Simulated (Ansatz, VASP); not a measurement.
Two plane-wave programs on RbBr

```
Rb Br
1.0
     5.89014    0.00000    0.00000
    -2.94507    5.10101    0.00000
     0.00000    0.00000    6.87033
Rb Br
2 2
Direct
  0.33333 0.66667 0.93750
  0.66667 0.33333 0.43750
  0.33333 0.66667 0.43750
  0.66667 0.33333 0.93750
```

Alike in both runs: task single point; functional r2SCAN; k mesh 6 × 6 × 4; no spin polarisation.

|  | VASP | Ansatz |
| --- | --- | --- |
| version | VASP 6.6.1 | Ansatz 0.2.0 |
| potentials or method | VASP PAW PBE potentials, release 64 (Rb_sv, Br) | plane waves, PAW |
| plane-wave cutoff (eV) | 520 | 500 |
| occupations | gaussian, width 0.01 eV | fixed |
| valence electrons in the cell | 32 | 32 |

|  | VASP | Ansatz | Ansatz less VASP |
| --- | --- | --- | --- |
| gap on the k mesh at the Fermi level (eV) | 4.65 | 4.65 | +0.002 |

VASP's potentials were made for PBE, not for r2SCAN.
